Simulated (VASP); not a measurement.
# In (Pm-3m) in VASP: a series of runs, part 2 of 2

VASP 6.6.1. Earlier steps stand in the parts before.

## (3) Single point, PBEsol (volume scaled by 1.12)

File INCAR:

```
PREC     = Accurate       # precision mode
ENCUT    = 520            # plane-wave cutoff, eV
EDIFF    = 1E-6           # SCF threshold, eV
ISMEAR   = -1             # smearing method
SIGMA    = 0.1            # smearing width, eV
LREAL    = F              # projectors in reciprocal space
LASPH    = T              # aspherical terms in the spheres
NELM     = 80             # most SCF steps
ALGO     = Normal         # electronic algorithm
ISIF     = 2              # what is computed and relaxed
LWAVE    = F              # write WAVECAR
LCHARG   = F              # write CHGCAR
GGA      = PS             # functional
NBANDS   = 12             # bands
```

File KPOINTS:

```
Automatic mesh
0
Gamma
  12 12 12
```

File POSCAR:

```
In
1.0
    3.1302875085      0.0000000000      0.0000000000
    0.0000000000      3.1302875085      0.0000000000
    0.0000000000      0.0000000000      3.1302875085
In
1
Direct
    0.0000000000      0.0000000000      0.0000000000
```

Potentials or basis: VASP PAW PBE potentials, release 64 (In_d).

Run with:

```console
cat potpaw_PBE.64/In_d/POTCAR > POTCAR
mpirun -np 1 vasp_std > vasp.out
```

OUTCAR:

```text
PREC = Accurate
   ENCUT = 520
   EDIFF = 1E-6
   ISMEAR = -1
   LREAL = F
   LASPH = T
   NELM = 80
   ISIF = 2
   GGA = PS

 ion  position               nearest neighbor table
   1  0.000  0.000  0.000-

  LATTYP: Found a simple cubic cell.
 ALAT       =     3.1302875085

  Lattice vectors:

 A1 = (   3.1302875085,   0.0000000000,   0.0000000000)
 A2 = (   0.0000000000,   3.1302875085,   0.0000000000)
 A3 = (   0.0000000000,   0.0000000000,   3.1302875085)

[... 528 lines left out ...]
      3      -8.7645      2.00000
      4      -8.7327      2.00000
      5      -8.5927      2.00000
      6       1.3207      2.00000
      7       4.8824      1.99696
      8       7.4009      0.00000
      9      11.6170      0.00000
     10      16.8112      0.00000
     11      18.8920      0.00000
     12      20.6617      0.00000

 [... further k-points ...]
[... 5 lines left out ...]
  --------------------------------------------------------------------------------------
  -------------------------------------------------------------------------------------
  Total       -0.6506030     -0.6506030     -0.6506030     -0.0000000      0.0000000     -0.0000000
  in kB      -33.9839581    -33.9839581    -33.9839581     -0.0000000      0.0000000     -0.0000000
  external PRESSURE =     -33.9839581 kB  Pullay stress =       0.0000000 kB

 VOLUME and BASIS-vectors are now :
 -----------------------------------------------------------------------------
  energy-cutoff  :      520.00
  volume of cell :       30.67
      direct lattice vectors                 reciprocal lattice vectors
     3.130287508  0.000000000  0.000000000     0.319459474  0.000000000  0.000000000
     0.000000000  3.130287508  0.000000000     0.000000000  0.319459474  0.000000000
     0.000000000  0.000000000  3.130287508     0.000000000  0.000000000  0.319459474

 POSITION                                       TOTAL-FORCE (eV/Angst)
 -----------------------------------------------------------------------------------
      0.00000      0.00000      0.00000         0.000000      0.000000      0.000000
 -----------------------------------------------------------------------------------
    total drift:                                0.000000     -0.000000      0.000000

  FREE ENERGIE OF THE ION-ELECTRON SYSTEM (eV)
  ---------------------------------------------------
  free  energy   TOTEN  =        -2.8523505130 eV

  energy  without entropy=       -2.8345174751  energy(sigma->0) =       -2.84343399
```

Wall time 13 s (1 thread of Intel Xeon Platinum 8259CL at 2.50GHz (Skylake/Cascade Lake), shared host); peak memory 0.15 GiB.

What came out:

```yaml
Free_energy: -2.8524 eV
Pressure: -3.4 GPa
```

Caveat: the cell differs from its parent crystal (volume scaled by 1.12); the PAW data sets were made with another functional, which shifts forces and pressure a little; spin-orbit coupling is left out, which moves the levels of the heavy elements.

## (4) Single point, PBEsol

This run uses another cell than the first one, of 27.39 Å³/atom, 0.926 times its volume.

File INCAR:

```
SYSTEM = In
PREC = Accurate
ENCUT = 520
EDIFF = 1E-6
ISMEAR = -1
SIGMA = 0.1
LREAL = .False.
LASPH = .True.
NELM = 100
ALGO = Normal
ISIF = 2
LWAVE = .False.
LCHARG = .False.
GGA = PS
NBANDS = 12
```

File KPOINTS:

```
Automatic mesh
0
Gamma
  17 17 17
  0 0 0
```

File POSCAR:

```
In
1.0
    3.0142427195      0.0000000000      0.0000000000
    0.0000000000      3.0142427195      0.0000000000
    0.0000000000      0.0000000000      3.0142427195
In
1
Direct
    0.0000000000      0.0000000000      0.0000000000
```

Run with:

```console
cat potpaw_PBE.64/In_d/POTCAR > POTCAR
mpirun -np 1 vasp_std > vasp.out
```

Run time: 20 s. Hardware: 1 thread of Intel Xeon Platinum 8259CL at 2.50GHz (Skylake/Cascade Lake), shared host; peak memory 0.17 GiB.

The run converged. Its results:

```
Free energy : -2.8932 eV
Pressure    : -0.1 GPa
```

Levels at points of the mesh, in eV from the Fermi level:
```csv
k point,band 2,band 3,band 4,band 5,band 6,band 7,band 8,band 9,band 10,band 11
"(0.00, 0.00, 0.00)",-14.94,-14.15,-14.15,-14.15,-9.27,7.47,7.47,7.47,10.75,10.75
```

Caveat: the PAW data sets were made with another functional, which shifts forces and pressure a little; spin-orbit coupling is left out, which moves the levels of the heavy elements.

## (5) Relaxation of cell and atoms, PBEsol

This run uses another cell than the first one, of 28.24 Å³/atom, 0.955 times its volume.

File INCAR:

```
PREC     = Accurate       # precision mode
ENCUT    = 600            # plane-wave cutoff, eV
EDIFF    = 1E-7           # SCF threshold, eV
ISMEAR   = -1             # smearing method
SIGMA    = 0.1            # smearing width, eV
LREAL    = False          # projectors in reciprocal space
LASPH    = True           # aspherical terms in the spheres
NELM     = 100            # most SCF steps
ALGO     = Normal         # electronic algorithm
ISIF     = 3              # what is computed and relaxed
LWAVE    = False          # write WAVECAR
LCHARG   = False          # write CHGCAR
GGA      = PS             # functional
IBRION   = 2              # ionic algorithm
NSW      = 80             # ionic steps
EDIFFG   = -0.01          # ionic threshold
```

File KPOINTS:

```
regular mesh
0
Gamma
  10 10 10
```

File POSCAR:

```
In
1.0
    3.0450626401      0.0000000000      0.0000000000
    0.0000000000      3.0450626401      0.0000000000
    0.0000000000      0.0000000000      3.0450626401
In
1
Direct
    0.0000000000      0.0000000000      0.0000000000
```

Run with:

```console
cat potpaw_PBE.64/In_d/POTCAR > POTCAR
mpirun -np 1 vasp_std > vasp.out
```

Run time: 14 s. Hardware: 1 thread of Intel Xeon Platinum 8259CL at 2.50GHz (Skylake/Cascade Lake), shared host; peak memory 0.15 GiB.

The run converged. Its results:

| Item | Value |
| --- | --- |
| Free energy | -2.8988 eV |
| Relaxed volume | 27.44 Å³/atom |
| Relaxed cell | a = 3.016 Å, b = 3.016 Å, c = 3.016 Å, α = 90.00°, β = 90.00°, γ = 90.00° |
| Space group after relaxing (to 0.05 Å) | Pm-3m (No. 221) |
| Energy gained by relaxing | 2.9 meV/atom |
| Ionic steps | 2 |
| Pressure after relaxing | 0.0 GPa |

The path:
```csv
step,energy change (eV),largest force (eV/Å),pressure (GPa),volume (Å³)
1,0.0000,0.0000,-1.12,28.24
2,-0.0029,0.0000,-0.03,27.44
```

Final structure:
```
CELL_PARAMETERS angstrom
3.01617 0.00000 0.00000
0.00000 3.01617 0.00000
0.00000 0.00000 3.01617
ATOMIC_POSITIONS crystal
In 0.00000 0.00000 0.00000
```

Levels at points of the mesh, in eV from the Fermi level:
| k point | band 3 | band 4 | band 5 | band 6 | band 7 | band 8 | band 9 | band 10 |
| --- | --- | --- | --- | --- | --- | --- | --- | --- |
| (0.00, 0.00, 0.00) | -14.17 | -14.17 | -14.17 | -9.28 | 7.44 | 7.44 | 7.44 | 10.72 |
| (0.50, 0.00, 0.00) | -14.38 | -14.38 | -14.15 | -5.47 | -3.55 | 10.64 | 10.64 | 12.80 |
| (0.50, 0.50, 0.00) | -14.35 | -14.35 | -13.94 | -1.51 | -0.68 | -0.68 | 3.88 | 14.40 |
| (0.50, 0.50, 0.50) | -14.67 | -13.93 | -13.93 | 2.14 | 2.14 | 2.14 | 3.17 | 7.30 |

Caveat: the PAW data sets were made with another functional, which shifts forces and pressure a little; spin-orbit coupling is left out, which moves the levels of the heavy elements.

## (6) Overview

```tsv
task	cell	k mesh	cutoff (eV)	gap on the mesh (eV)	pressure (GPa)
single point	a = 3.093 Å, 1 atom	12 × 12 × 12	520	none	-2.6
single point	a = 3.130 Å, 1 atom	12 × 12 × 12	520	none	-3.4
single point	a = 3.014 Å, 1 atom	17 × 17 × 17	520	none	-0.1
relaxation of cell and atoms	relaxed from a = 3.045 Å, 1 atom	10 × 10 × 10	600	none	0.0
```

Alike in all rows: level PBEsol; potentials or basis VASP PAW PBE potentials, release 64 (In_d); no spin polarisation; smearing fermi-dirac 0.1 eV.

Caveats: the PAW data sets were made with another functional, which shifts forces and pressure a little; spin-orbit coupling is left out, which moves the levels of the heavy elements.

Total energies depend on the potentials used, so only differences within one code and one set of settings carry meaning.
